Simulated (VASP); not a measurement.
# YS (Fm-3m) in VASP: a series of runs

YS is run at these levels: LDA; tasks: electric field gradients.

Everything below comes from runs of VASP 6.6.1. Logs are shortened: lines on timing, memory, paths and dates and some standing lists are left out, and cuts for length are marked.

### 1 The cell of the first run

Symmetry: Fm-3m, No. 225, cubic system. The conventional cell has a = 5.450 Å, b = 5.450 Å, c = 5.450 Å, α = 90.00°, β = 90.00°, γ = 90.00°. Within 3.6 Å of Y (site symmetry m-3m) lie 6 S at 2.73 Å. S (site symmetry m-3m) has 6 Y at 2.73 Å within 3.6 Å.

### 2 Electric field gradients, LDA (volume scaled by 0.98)

File INCAR:

```
SYSTEM = YS
PREC = Accurate ; ENCUT = 520
EDIFF = 1E-8 ; ISMEAR = -1
SIGMA = 0.01 ; LREAL = .FALSE.
LASPH = .TRUE. ; NELM = 60
ALGO = Normal ; ISIF = 2
LWAVE = .FALSE. ; LCHARG = .FALSE.
GGA = CA ; LEFG = .TRUE.
NBANDS = 16
```

File KPOINTS:

```
Automatic mesh
0
G
  8 8 8
  0 0 0
```

File POSCAR:

```
YS
1.0
    0.0000000000      2.7252356868      2.7252356868
    2.7252356868      0.0000000000      2.7252356868
    2.7252356868      2.7252356868      0.0000000000
Y S
1 1
Direct
    0.5000000000      0.5000000000      0.5000000000
    0.0000000000      0.0000000000      0.0000000000
```

Potentials or basis: VASP PAW LDA potentials, release 64 (Y_sv, S).

Run with:

```console
$ cat potpaw_LDA.64/Y_sv/POTCAR potpaw_LDA.64/S/POTCAR > POTCAR
$ mpirun -np 1 vasp_std > vasp.out
```

OUTCAR:

```text
SYSTEM = YS
   PREC = Accurate
   ENCUT = 520
   EDIFF = 1E-8
   ISMEAR = -1
   LREAL = .FALSE.
   LASPH = .TRUE.
   NELM = 60
   ISIF = 2
   GGA = CA

 ion  position               nearest neighbor table
   1  0.500  0.500  0.500-   2 2.73   2 2.73   2 2.73   2 2.73   2 2.73   2 2.73
   2  0.000  0.000  0.000-   1 2.73   1 2.73   1 2.73   1 2.73   1 2.73   1 2.73

  LATTYP: Found a face centered cubic cell.
 ALAT       =     5.4504713736

  Lattice vectors:

 A1 = (   0.0000000000,   2.7252356868,   2.7252356868)
 A2 = (   2.7252356868,   0.0000000000,   2.7252356868)
 A3 = (   2.7252356868,   2.7252356868,   0.0000000000)

Analysis of symmetry for initial positions (statically):
=====================================================================
 Subroutine PRICEL returns:
 Original cell was already a primitive cell.

 Routine SETGRP: Setting up the symmetry group for a
 face centered cubic supercell.

 Subroutine GETGRP returns: Found 48 space group operations
 (whereof 48 operations were pure point group operations)
 out of a pool of 48 trial point group operations.

The static configuration has the point symmetry O_h .

Analysis of symmetry for dynamics (positions and initial velocities):
=====================================================================
 Subroutine PRICEL returns:
 Original cell was already a primitive cell.

 Routine SETGRP: Setting up the symmetry group for a
 face centered cubic supercell.

 Subroutine GETGRP returns: Found 48 space group operations
 (whereof 48 operations were pure point group operations)
 out of a pool of 48 trial point group operations.

The dynamic configuration has the point symmetry O_h .

 Subroutine INISYM returns: Found 48 space group operations
 (whereof 48 operations are pure point group operations),
 and found     1 'primitive' translations

----------------------------------------------------------------------------------------

                                     Primitive cell

  volume of cell :      40.4802

  direct lattice vectors                    reciprocal lattice vectors
     0.000000000  2.725235687  2.725235687    -0.183470370  0.183470370  0.183470370
     2.725235687  0.000000000  2.725235687     0.183470370 -0.183470370  0.183470370
     2.725235687  2.725235687  0.000000000     0.183470370  0.183470370 -0.183470370

  length of vectors
     3.854065269  3.854065269  3.854065269     0.317780003  0.317780003  0.317780003

  position of ions in fractional coordinates (direct lattice)
     0.500000000  0.500000000  0.500000000
     0.000000000  0.000000000  0.000000000

  ion indices of the primitive-cell ions
   primitive index   ion index
                 1           1
                 2           2

----------------------------------------------------------------------------------------

 KPOINTS: Automatic mesh

Automatic generation of k-mesh.
 Grid dimensions read from file:
 generate k-points for:    8    8    8

 Generating k-lattice:

  Cartesian coordinates                     Fractional coordinates (reciprocal lattice)
    -0.022933796  0.022933796  0.022933796     0.125000000  0.000000000  0.000000000
     0.022933796 -0.022933796  0.022933796     0.000000000  0.125000000  0.000000000
     0.022933796  0.022933796 -0.022933796     0.000000000  0.000000000  0.125000000

  Length of vectors
     0.039722500  0.039722500  0.039722500

  Shift w.r.t. Gamma in fractional coordinates (k-lattice)
     0.000000000  0.000000000  0.000000000

 Subroutine IBZKPT returns following result:
 ===========================================

 Found     29 irreducible k-points:

 Following reciprocal coordinates:
            Coordinates               Weight
  0.000000  0.000000  0.000000      1.000000
  0.125000  0.000000  0.000000      8.000000
  0.250000  0.000000  0.000000      8.000000
  0.375000  0.000000  0.000000      8.000000
  0.500000  0.000000  0.000000      4.000000
  0.125000  0.125000  0.000000      6.000000
[... 16 lines left out ...]
  0.500000  0.250000  0.125000     48.000000
 -0.375000  0.250000  0.125000     24.000000
 [... further k-points ...]
   k-points           NKPTS =     29   k-points in BZ     NKDIM =     29   number of bands    NBANDS=     16
   number of dos      NEDOS =    301   number of ions     NIONS =      2
   total plane-waves  NPLWV =  27000
   dimension x,y,z NGX =    30 NGY =   30 NGZ =   30
   dimension x,y,z NGXF=    60 NGYF=   60 NGZF=   60
   ions per type =               1   1
   NGX,Y,Z   is equivalent  to a cutoff of  12.94, 12.94, 12.94 a.u.
   NGXF,Y,Z  is equivalent  to a cutoff of  25.88, 25.88, 25.88 a.u.
 SYSTEM =  YS
   PREC   = accura    normal or accurate (medium, high low for compatibility)
   ISTART =      0    job   : 0-new  1-cont  2-samecut
   ICHARG =      2    charge: 1-file 2-atom 10-const
   ISPIN  =      1    spin polarized calculation?
   LNONCOLLINEAR =      F non collinear calculations
   LSORBIT =      F    spin-orbit coupling
   LASPH  =      T    aspherical Exc in radial PAW
   ENCUT  =  520.0 eV  38.22 Ry    6.18 a.u.   7.17  7.17  7.17*2*pi/ulx,y,z
   NELM   =     60;   NELMIN=  2; NELMDL= -5     # of ELM steps
   EDIFF  = 0.1E-07   stopping-criterion for ELM
   LREAL  =      F    real-space projection
   EDIFFG = 0.1E-06   stopping-criterion for IOM
   NSW    =      0    number of steps for IOM
   IBRION =     -1    ionic relax: 0-MD 1-quasi-New 2-CG
   NFREE  =      0    steps in history (QN), initial steepest desc. (CG)
   ISIF   =      2    stress and relaxation
   ISYM   =      2    0-nonsym 1-usesym 2-fastsym
   POTIM  = 0.5000    time-step for ionic-motion
   TEBEG  =    0.0;   TEEND  =   0.0 temperature during run
   PSTRESS=    0.0 pullay stress
   NELECT =      17.0000    total number of electrons
   NUPDOWN=      -1.0000    fix difference up-down
   EMIN   =  10.00;   EMAX   =-10.00  energy-range for DOS
   EFERMI =   0.00;   METHOD = LEGACY
   ISMEAR =    -1;   SIGMA  =   0.01  broadening in eV -4-tet -1-fermi 0-gaus
   EFERMI_NEDOS =   21; number of points for ismear=-14 and -15
   IALGO  =     38    algorithm
   IMIX   =      4    mixing-type and parameters
     AMIX     =   0.40;   BMIX     =  1.00
     AMIX_MAG =   1.60;   BMIX_MAG =  1.00
  volume/ion in A,a.u.               =      20.24       136.59
  Fermi-wavevector in a.u.,A,eV,Ry     =   1.225962  2.316733 20.449329  1.502983
  Thomas-Fermi vector in A             =   2.360981
   LORBIT       =      0    0 simple, 1 ext, 2 COOP (PROOUT), +10 PAW based schemes
   GGA     = CA    functional components
   LHFCALC =     F    Hartree Fock is set to
   AEXX    =    0.0000 exact exchange contribution
   IVDW    =     0    specifies the selected vdW correction
   LEPSILON=     F    determine dielectric tensor
   LRPA    =     F    only Hartree local field effects (RPA)
 non-spin polarized calculation
  energy-cutoff  :      520.00
  volume of cell :       40.48
 maximum number of plane-waves:      1106
 NGX is ok and might be reduce to    30
   NGX = 15   NGY = 15   NGZ = 15

 number of electron      17.0000000 magnetization

 Free energy of the ion-electron system (eV)
  ---------------------------------------------------
  ext. energy  EPLUGINS =         0.00000000
  ---------------------------------------------------
  free energy    TOTEN  =       -16.03063976 eV

  energy without entropy =      -16.02998691  energy(sigma->0) =      -16.03031334

 E-fermi :   6.8067     XC(G=0): -10.8767

 val. band max:        6.7737160886   @ k =   0.1250   0.0000   0.0000
 cond. band min:       6.8130615603   @ k =   0.3750   0.1250   0.0000
 fundamental gap:      0.0393454718
 Fermi energy:         6.8066617909

 k-point     1 :       0.0000    0.0000    0.0000
  band No.  band energies     occupation
      1     -36.2159      2.00000
      2     -16.2772      2.00000
      3     -16.2772      2.00000
      4     -16.2772      2.00000
      5      -8.2477      2.00000
      6       3.4825      2.00000
[... 8 lines left out ...]
     15      13.7018      0.00000
     16      19.6884      0.00000

 k-point     2 :       0.1250    0.0000    0.0000
  band No.  band energies     occupation
      1     -36.2110      2.00000
      2     -16.3547      2.00000
      3     -16.2825      2.00000
      4     -16.2825      2.00000
      5      -8.0595      2.00000
      6       2.6458      2.00000
[... 8 lines left out ...]
     15      14.4196      0.00000
     16      18.3085      0.00000

 k-point     3 :       0.2500    0.0000    0.0000
  band No.  band energies     occupation
      1     -36.1990      2.00000
      2     -16.5329      2.00000
      3     -16.2954      2.00000
      4     -16.2954      2.00000
      5      -7.5873      2.00000
      6       1.2236      2.00000
[... 8 lines left out ...]
     15      15.1854      0.00000
     16      16.7015      0.00000

 k-point     4 :       0.3750    0.0000    0.0000
  band No.  band energies     occupation
      1     -36.1870      2.00000
      2     -16.7004      2.00000
      3     -16.3081      2.00000
      4     -16.3081      2.00000
      5      -7.0737      2.00000
      6       0.0938      2.00000
[... 8 lines left out ...]
     15      14.4957      0.00000
     16      14.4957      0.00000

 k-point     5 :       0.5000    0.0000    0.0000
  band No.  band energies     occupation
      1     -36.1820      2.00000
      2     -16.7670      2.00000
      3     -16.3133      2.00000
      4     -16.3133      2.00000
      5      -6.8416      2.00000
      6      -0.3432      2.00000
[... 8 lines left out ...]
     15      13.3608      0.00000
     16      13.3608      0.00000

 k-point     6 :       0.1250    0.1250    0.0000
  band No.  band energies     occupation
      1     -36.2094      2.00000
      2     -16.3508      2.00000
      3     -16.2977      2.00000
      4     -16.2977      2.00000
      5      -8.0158      2.00000
      6       2.1647      2.00000
[... 8 lines left out ...]
     15      14.6521      0.00000
     16      18.0642      0.00000
[... 267 lines left out ...]
 k-point    21 :       0.5000    0.5000    0.0000
  band No.  band energies     occupation
      1     -36.1716      2.00000
      2     -16.6304      2.00000
      3     -16.4163      2.00000
      4     -16.4163      2.00000
      5      -7.5973      2.00000
      6       1.3595      2.00000
[... 8 lines left out ...]
     15      14.5023      0.00000
     16      18.4221      0.00000

 k-point    22 :       0.3750    0.2500    0.1250
  band No.  band energies     occupation
      1     -36.1902      2.00000
      2     -16.5593      2.00000
      3     -16.3731      2.00000
      4     -16.3172      2.00000
      5      -7.4354      2.00000
      6       0.7544      2.00000
[... 8 lines left out ...]
     15      14.7459      0.00000
     16      15.5354      0.00000

 k-point    23 :       0.5000    0.2500    0.1250
  band No.  band energies     occupation
      1     -36.1807      2.00000
      2     -16.6418      2.00000
      3     -16.4112      2.00000
      4     -16.3382      2.00000
      5      -7.1784      2.00000
      6       0.4358      2.00000
[... 8 lines left out ...]
     15      13.5235      0.00000
     16      14.7791      0.00000

 k-point    24 :      -0.3750    0.2500    0.1250
  band No.  band energies     occupation
      1     -36.1767      2.00000
      2     -16.6770      2.00000
      3     -16.4203      2.00000
      4     -16.3518      2.00000
      5      -7.0712      2.00000
      6       0.3253      2.00000
[... 8 lines left out ...]
     15      14.4748      0.00000
     16      14.6622      0.00000

 [... further k-points ...]
[... 5 lines left out ...]
  --------------------------------------------------------------------------------------
  -------------------------------------------------------------------------------------
  Total       -0.4503667     -0.4503667     -0.4503667      0.0000000      0.0000000      0.0000000
  in kB      -17.8252115    -17.8252115    -17.8252115      0.0000000      0.0000000      0.0000000
  external PRESSURE =     -17.8252115 kB  Pullay stress =       0.0000000 kB

 VOLUME and BASIS-vectors are now :
 -----------------------------------------------------------------------------
  energy-cutoff  :      520.00
  volume of cell :       40.48
      direct lattice vectors                 reciprocal lattice vectors
     0.000000000  2.725235687  2.725235687    -0.183470370  0.183470370  0.183470370
     2.725235687  0.000000000  2.725235687     0.183470370 -0.183470370  0.183470370
     2.725235687  2.725235687  0.000000000     0.183470370  0.183470370 -0.183470370

 POSITION                                       TOTAL-FORCE (eV/Angst)
 -----------------------------------------------------------------------------------
      2.72524      2.72524      2.72524         0.000000      0.000000      0.000000
      0.00000      0.00000      0.00000        -0.000000     -0.000000     -0.000000
 -----------------------------------------------------------------------------------
    total drift:                                0.000000     -0.000000      0.000000

  FREE ENERGIE OF THE ION-ELECTRON SYSTEM (eV)
  ---------------------------------------------------
  free  energy   TOTEN  =       -16.0306397582 eV

  energy  without entropy=      -16.0299869132  energy(sigma->0) =      -16.03031334

 Electric field gradients (V/A^2)
---------------------------------------------------------------------
 ion       V_xx      V_yy      V_zz      V_xy      V_xz      V_yz
---------------------------------------------------------------------
   1       0.000     0.000    -0.000    -0.000    -0.000    -0.000
   2      -0.000     0.000     0.000    -0.000    -0.000    -0.000
---------------------------------------------------------------------

 Electric field gradients after diagonalization (V/A^2)
 (convention: |V_zz| > |V_xx| > |V_yy|)
----------------------------------------------------------------------
 ion       V_xx      V_yy      V_zz     asymmetry (V_yy - V_xx)/ V_zz
----------------------------------------------------------------------
   1       0.000     0.000    -0.000       0.000
   2       0.000     0.000    -0.000       0.000
----------------------------------------------------------------------

           NMR quadrupolar parameters

 Cq : quadrupolar parameter    Cq=e*Q*V_zz/h
 eta: asymmetry parameters     (V_yy - V_xx)/ V_zz
 Q  : nuclear electric quadrupole moment in mb (millibarn)
----------------------------------------------------------------------
 ion       Cq(MHz)       eta       Q (mb)
----------------------------------------------------------------------
   1      -0.000       0.000       1.000
   2      -0.000       0.000       1.000
----------------------------------------------------------------------
```

It took 46 s on 1 thread of Intel Xeon 8259CL, shared host; peak memory 0.17 GiB.

Results:

| Quantity | Value |
| --- | --- |
| Free energy | -16.0306 eV |
| Pressure | -1.8 GPa |

Levels at points of the mesh, in eV from the Fermi level:
```tsv
k point	band 5	band 6	band 7	band 8	band 9	band 10	band 11	band 12	band 13	band 14
(0.00, 0.00, 0.00)	-15.05	-3.32	-3.32	-3.32	-0.21	-0.21	-0.21	0.65	0.65	1.45
(0.50, 0.00, 0.00)	-13.65	-7.15	-5.26	-5.26	2.13	2.78	2.85	2.85	6.05	6.05
(0.50, 0.50, 0.00)	-14.40	-5.45	-4.03	-4.03	-2.41	1.93	3.30	3.91	3.91	4.23
```

Caveat: the cell differs from its parent crystal (volume scaled by 0.98); without QUAD_EFG the Cq values of the log hold for a quadrupole moment of 1 mb, not for the nuclei.

### 3 Electric field gradients, LDA

This run uses another cell than the first one, of 20.65 Å³/atom, 1.020 times its volume.

File INCAR:

```
SYSTEM = YS
PREC = Accurate
ENCUT = 520
EDIFF = 1E-8
ISMEAR = -1
SIGMA = 0.01
LREAL = .False.
LASPH = .True.
NELM = 100
ALGO = Normal
ISIF = 2
LWAVE = .False.
LCHARG = .False.
GGA = CA
LEFG = .True.
NBANDS = 16
```

File KPOINTS:

```
regular mesh
0
Gamma
  8 8 8
  0 0 0
```

File POSCAR:

```
YS
1.0
    0.0000000000      2.7436500000      2.7436500000
    2.7436500000      0.0000000000      2.7436500000
    2.7436500000      2.7436500000      0.0000000000
Y S
1 1
Direct
    0.5000000000      0.5000000000      0.5000000000
    0.0000000000      0.0000000000      0.0000000000
```

Potentials or basis: VASP PAW LDA potentials, release 64 (Y_sv, S).

Run with:

```console
$ cat potpaw_LDA.64/Y_sv/POTCAR potpaw_LDA.64/S/POTCAR > POTCAR
$ mpirun -np 1 vasp_std > vasp.out
```

OUTCAR:

```text
SYSTEM = YS
   PREC = Accurate
   ENCUT = 520
   EDIFF = 1E-8
   ISMEAR = -1
   LREAL = .False.
   LASPH = .True.
   NELM = 100
   ISIF = 2
   GGA = CA

 ion  position               nearest neighbor table
   1  0.500  0.500  0.500-   2 2.74   2 2.74   2 2.74   2 2.74   2 2.74   2 2.74
   2  0.000  0.000  0.000-   1 2.74   1 2.74   1 2.74   1 2.74   1 2.74   1 2.74

  LATTYP: Found a face centered cubic cell.
 ALAT       =     5.4873000000

  Lattice vectors:

 A1 = (   0.0000000000,   2.7436500000,   2.7436500000)
 A2 = (   2.7436500000,   0.0000000000,   2.7436500000)
 A3 = (   2.7436500000,   2.7436500000,   0.0000000000)

Analysis of symmetry for initial positions (statically):
=====================================================================
 Subroutine PRICEL returns:
 Original cell was already a primitive cell.

 Routine SETGRP: Setting up the symmetry group for a
 face centered cubic supercell.

[... 645 lines left out ...]
      direct lattice vectors                 reciprocal lattice vectors
     0.000000000  2.743650000  2.743650000    -0.182238988  0.182238988  0.182238988
     2.743650000  0.000000000  2.743650000     0.182238988 -0.182238988  0.182238988
     2.743650000  2.743650000  0.000000000     0.182238988  0.182238988 -0.182238988

 POSITION                                       TOTAL-FORCE (eV/Angst)
 -----------------------------------------------------------------------------------
      2.74365      2.74365      2.74365         0.000000      0.000000      0.000000
      0.00000      0.00000      0.00000        -0.000000     -0.000000     -0.000000
 -----------------------------------------------------------------------------------
    total drift:                                0.000000     -0.000000      0.000000

  FREE ENERGIE OF THE ION-ELECTRON SYSTEM (eV)
  ---------------------------------------------------
  free  energy   TOTEN  =       -16.0164348150 eV

  energy  without entropy=      -16.0157771857  energy(sigma->0) =      -16.01610600

 Electric field gradients (V/A^2)
---------------------------------------------------------------------
 ion       V_xx      V_yy      V_zz      V_xy      V_xz      V_yz
---------------------------------------------------------------------
   1      -0.000    -0.000     0.000    -0.000    -0.000    -0.000
   2       0.000    -0.000    -0.000    -0.000    -0.000    -0.000
---------------------------------------------------------------------

 Electric field gradients after diagonalization (V/A^2)
 (convention: |V_zz| > |V_xx| > |V_yy|)
----------------------------------------------------------------------
 ion       V_xx      V_yy      V_zz     asymmetry (V_yy - V_xx)/ V_zz
----------------------------------------------------------------------
   1       0.000     0.000    -0.000       0.000
   2       0.000     0.000    -0.000       0.000
----------------------------------------------------------------------

           NMR quadrupolar parameters

 Cq : quadrupolar parameter    Cq=e*Q*V_zz/h
 eta: asymmetry parameters     (V_yy - V_xx)/ V_zz
 Q  : nuclear electric quadrupole moment in mb (millibarn)
----------------------------------------------------------------------
 ion       Cq(MHz)       eta       Q (mb)
----------------------------------------------------------------------
   1      -0.000       0.000       1.000
   2      -0.000       0.000       1.000
----------------------------------------------------------------------
```

stdout:

```text
POSCAR found type information on POSCAR Y S
 POSCAR found :  2 types and       2 ions
 scaLAPACK will be used
 LDA part: xc-table for (Slater(with rela. corr.)+CA(PZ))
 , standard interpolation
 POSCAR, INCAR and KPOINTS ok, starting setup
 FFT: planning ... GRIDC
 FFT: planning ... GRID_SOFT
 FFT: planning ... GRID
 WAVECAR not read
 entering main loop
ion   1

ion   2
```

Run time: 48 s. Hardware: 1 thread of Intel Xeon 8259CL, shared host; peak memory 0.17 GiB.

Results:

| Property | Result |
| --- | --- |
| Free energy | -16.0164 eV |
| Pressure | -3.8 GPa |

Caveat: without QUAD_EFG the Cq values of the log hold for a quadrupole moment of 1 mb, not for the nuclei.

[end of part 1 of 2]
